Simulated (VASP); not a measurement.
# Au (P6_3/mmc) in VASP: notebook, part 2 of 2

VASP 6.6.1. The steps go on from the part before.

## Step 4: Single point, PBE (equal xx and yy strain of +3 %)

Contents of INCAR:

```
SYSTEM = Au
  PREC = Accurate
  ENCUT = 520
  EDIFF = 1E-7
  ISMEAR = -1
  SIGMA = 0.03
  LREAL = .False.
  LASPH = .True.
  NELM = 100
  ALGO = Normal
  ISIF = 2
  LWAVE = .False.
  LCHARG = .False.
  GGA = PE
  NBANDS = 18
```

Contents of KPOINTS:

```
regular mesh
0
Gamma
  14 14 8
  0 0 0
```

Contents of POSCAR:

```
Au
1.0
    2.9869983627      0.0000000000      0.0000000000
   -1.4934991814      2.5868164632      0.0000000000
    0.0000000000      0.0000000000      4.8800000000
Au
2
Direct
    0.3333333333      0.6666666667      0.7500000000
    0.6666666667      0.3333333333      0.2500000000
```

Potentials or basis: VASP PAW PBE potentials, release 64 (Au).

On the command line:

```sh
$ cat potpaw_PBE.64/Au/POTCAR > POTCAR
$ mpirun -np 1 vasp_std > vasp.out
```

OUTCAR:

```text
SYSTEM = Au
   PREC = Accurate
   ENCUT = 520
   EDIFF = 1E-7
   ISMEAR = -1
   LREAL = .False.
   LASPH = .True.
   NELM = 100
   ISIF = 2
   GGA = PE

 ion  position               nearest neighbor table
   1  0.333  0.667  0.750-   2 2.99   2 2.99   2 2.99   2 2.99   2 2.99   2 2.99
   2  0.667  0.333  0.250-   1 2.99   1 2.99   1 2.99   1 2.99   1 2.99   1 2.99

  LATTYP: Found a hexagonal cell.
 ALAT       =     2.9869983627
 C/A-ratio  =     1.6337471292

  Lattice vectors:

 A1 = (   2.9869983627,   0.0000000000,   0.0000000000)
 A2 = (  -1.4934991814,   2.5868164632,   0.0000000000)
 A3 = (   0.0000000000,   0.0000000000,   4.8800000000)

Analysis of symmetry for initial positions (statically):
=====================================================================
 Subroutine PRICEL returns:
 Original cell was already a primitive cell.

 Routine SETGRP: Setting up the symmetry group for a
 hexagonal supercell.

 Subroutine GETGRP returns: Found 24 space group operations
 (whereof 12 operations were pure point group operations)
 out of a pool of 24 trial point group operations.

The static configuration has the point symmetry D_3d.
 The point group associated with its full space group is D_6h.

Analysis of symmetry for dynamics (positions and initial velocities):
=====================================================================
 Subroutine PRICEL returns:
 Original cell was already a primitive cell.

 Routine SETGRP: Setting up the symmetry group for a
 hexagonal supercell.

 Subroutine GETGRP returns: Found 24 space group operations
 (whereof 12 operations were pure point group operations)
 out of a pool of 24 trial point group operations.

The dynamic configuration has the point symmetry D_3d.
 The point group associated with its full space group is D_6h.

 Subroutine INISYM returns: Found 24 space group operations
 (whereof 12 operations are pure point group operations),
 and found     1 'primitive' translations

[... 110 lines left out ...]
   EFERMI_NEDOS =   21; number of points for ismear=-14 and -15
   IALGO  =     38    algorithm
   IMIX   =      4    mixing-type and parameters
     AMIX     =   0.40;   BMIX     =  1.00
     AMIX_MAG =   1.60;   BMIX_MAG =  1.00
  volume/ion in A,a.u.               =      18.85       127.23
  Fermi-wavevector in a.u.,A,eV,Ry     =   1.367967  2.585083 25.461037  1.871333
  Thomas-Fermi vector in A             =   2.493973
   LORBIT       =      0    0 simple, 1 ext, 2 COOP (PROOUT), +10 PAW based schemes
   GGA     = PE    functional components
   LHFCALC =     F    Hartree Fock is set to
   AEXX    =    0.0000 exact exchange contribution
   IVDW    =     0    specifies the selected vdW correction
   LEPSILON=     F    determine dielectric tensor
   LRPA    =     F    only Hartree local field effects (RPA)
 non-spin polarized calculation
  energy-cutoff  :      520.00
  volume of cell :       37.71
 maximum number of plane-waves:      1044
 NGX is ok and might be reduce to    24
   NGX = 11   NGY = 11   NGZ = 19

 number of electron      21.9999997 magnetization

 Free energy of the ion-electron system (eV)
  ---------------------------------------------------
  ext. energy  EPLUGINS =         0.00000000
  ---------------------------------------------------
  free energy    TOTEN  =        -6.38887249 eV

  energy without entropy =       -6.38618858  energy(sigma->0) =       -6.38753053

 E-fermi :   7.8106     XC(G=0): -12.1167

 val. band max:        7.8060455077   @ k =   0.4286   0.0714   0.0000
 cond. band min:       7.8109781920   @ k =   0.4286   0.0714   0.2500
 fundamental gap:      0.0049326844
 Fermi energy:         7.8105564199

 k-point     1 :       0.0000    0.0000    0.0000
  band No.  band energies     occupation
      1      -0.9546      2.00000
      2       1.4351      2.00000
      3       3.6848      2.00000
      4       3.8031      2.00000
      5       3.8031      2.00000
      6       4.0903      2.00000
[... 481 lines left out ...]
      5       3.6269      2.00000
      6       3.7654      2.00000
[... 10 lines left out ...]
     17      18.3138      0.00000
     18      18.6062      0.00000

 [... further k-points ...]

------------------------ aborting loop because EDIFF is reached ----------------------------------------

  FORCE on cell =-STRESS in cart. coord.  units (eV):
  Direction    XX          YY          ZZ          XY          YZ          ZX
  --------------------------------------------------------------------------------------
  -------------------------------------------------------------------------------------
  Total       -1.3684834     -1.3684834     -1.2051403      0.0000000      0.0000000      0.0000000
  in kB      -58.1473177    -58.1473177    -51.2068160      0.0000000      0.0000000      0.0000000
  external PRESSURE =     -55.8338171 kB  Pullay stress =       0.0000000 kB

 VOLUME and BASIS-vectors are now :
 -----------------------------------------------------------------------------
  energy-cutoff  :      520.00
  volume of cell :       37.71
      direct lattice vectors                 reciprocal lattice vectors
     2.986998363  0.000000000  0.000000000     0.334784248  0.193287776  0.000000000
    -1.493499181  2.586816463  0.000000000     0.000000000  0.386575551  0.000000000
     0.000000000  0.000000000  4.880000000     0.000000000  0.000000000  0.204918033

 POSITION                                       TOTAL-FORCE (eV/Angst)
 -----------------------------------------------------------------------------------
     -0.00000      1.72454      3.66000        -0.000000      0.000000      0.000000
      1.49350      0.86227      1.22000         0.000000     -0.000000      0.000000
 -----------------------------------------------------------------------------------
    total drift:                                0.000000     -0.000000      0.000000

  FREE ENERGIE OF THE ION-ELECTRON SYSTEM (eV)
  ---------------------------------------------------
  free  energy   TOTEN  =        -6.3888724889 eV

  energy  without entropy=       -6.3861885757  energy(sigma->0) =       -6.38753053
```

OSZICAR:

```text
N       E                     dE             d eps       ncg     rms          rms(c)
DAV:   1     0.121309157300E+03    0.12131E+03   -0.11622E+04  4320   0.117E+03
DAV:   2    -0.481484782245E+01   -0.12612E+03   -0.11984E+03  4604   0.254E+02
DAV:   3    -0.688543799927E+01   -0.20706E+01   -0.20579E+01  5108   0.326E+01
DAV:   4    -0.689456767511E+01   -0.91297E-02   -0.91283E-02  4808   0.230E+00
DAV:   5    -0.689465553380E+01   -0.87859E-04   -0.87859E-04  4884   0.241E-01    0.970E+00
DAV:   6    -0.641489037336E+01    0.47977E+00   -0.99470E-01  4478   0.897E+00    0.658E+00
DAV:   7    -0.639162945106E+01    0.23261E-01   -0.62268E-02  4746   0.221E+00    0.329E+00
DAV:   8    -0.638886726623E+01    0.27622E-02   -0.30578E-03  4564   0.407E-01    0.252E-01
DAV:   9    -0.638885670030E+01    0.10566E-04   -0.17900E-05  4920   0.336E-02    0.321E-02
DAV:  10    -0.638887329973E+01   -0.16599E-04   -0.98445E-06  4818   0.304E-02    0.116E-02
DAV:  11    -0.638887258053E+01    0.71920E-06   -0.11604E-07  4110   0.253E-03    0.108E-03
DAV:  12    -0.638887248892E+01    0.91607E-07   -0.14033E-08  2426   0.991E-04
   1 F= -.63888725E+01 E0= -.63875305E+01  d E =-.268391E-02
```

It took 19 s on 1 thread of Intel Xeon 6975P-C (Granite Rapids), shared host; peak memory 0.2 GiB.

Results:

```
Free energy            : -6.3889 eV
Pressure               : -5.6 GPa
Band gap on the k mesh : zero (band 11 reaches 11.33 eV, above the bottom of band 12 at 5.39 eV)
```

Caveat: the cell differs from its parent crystal (equal xx and yy strain of +3 %); spin-orbit coupling is left out, which moves the levels of the heavy elements.

## Step 5: Single point, PBE (volume scaled by 0.9405)

Contents of INCAR:

```
SYSTEM = Au
PREC = Accurate ; ENCUT = 520
EDIFF = 1E-6 ; ISMEAR = -1
SIGMA = 0.03 ; LREAL = .False.
LASPH = .True. ; NELM = 80
ALGO = Normal ; ISIF = 2
LWAVE = .False. ; LCHARG = .False.
GGA = PE ; NBANDS = 18
```

Contents of KPOINTS:

```
Automatic mesh
0
Gamma
  14 14 8
  0 0 0
```

Contents of POSCAR:

```
Au
1.0
    2.8413017565      0.0000000000      0.0000000000
   -1.4206508782      2.4606395010      0.0000000000
    0.0000000000      0.0000000000      4.7812276454
Au
2
Direct
    0.3333333333      0.6666666667      0.7500000000
    0.6666666667      0.3333333333      0.2500000000
```

On the command line:

```sh
$ cat potpaw_PBE.64/Au/POTCAR > POTCAR
$ mpirun -np 1 vasp_std > vasp.out
```

Wall time 23 s (1 thread of Intel Xeon 6975P-C, shared host); peak memory 0.2 GiB.

The run converged. Its results:

* Free energy: -6.3270 eV
* Pressure: 12.4 GPa
* Band gap on the k mesh: zero (band 11 reaches 13.80 eV, above the bottom of band 12 at 7.09 eV)

Stress tensor (GPa, compression positive):
```
12.94  0.00  0.00
 0.00 12.94  0.00
 0.00  0.00 11.34
```

Levels at points of the mesh, in eV from the Fermi level:
```csv
k point,band 8,band 9,band 10,band 11,band 12,band 13,band 14,band 15
"(0.00, 0.00, 0.00)",-3.64,-3.64,-2.23,-2.23,-1.26,2.75,14.58,15.69
"(0.50, 0.00, 0.00)",-1.99,-1.89,-1.70,0.38,1.65,5.81,7.35,7.52
"(0.00, 0.00, 0.50)",-4.73,-2.71,-2.71,-2.71,-2.71,10.72,10.72,14.90
"(0.50, 0.00, 0.50)",-2.49,-1.78,-1.78,0.41,0.41,4.10,4.10,13.29
```

Caveat: spin-orbit coupling is left out, which moves the levels of the heavy elements.

## Step 6: Overview

```tsv
cell	gap on the mesh (eV)	pressure (GPa)
a = 2.842, b = 2.842, c = 4.880 Å, angles 90.0, 90.0, 120.0°, 2 atoms	none	8.6
a = 2.929, b = 2.929, c = 4.880 Å, angles 90.0, 90.0, 120.0°, 2 atoms	none	-1.1
a = 2.987, b = 2.987, c = 4.880 Å, angles 90.0, 90.0, 120.0°, 2 atoms	none	-5.6
a = 2.841, b = 2.841, c = 4.781 Å, angles 90.0, 90.0, 120.0°, 2 atoms	none	12.4
```

Alike in all rows: task single point; level PBE; potentials or basis VASP PAW PBE potentials, release 64 (Au); no spin polarisation; k mesh 14 × 14 × 8; cutoff (eV) 520; smearing fermi-dirac 0.03 eV.

Caveats: spin-orbit coupling is left out, which moves the levels of the heavy elements.

Total energies depend on the potentials used, so only differences within one code and one set of settings carry meaning.
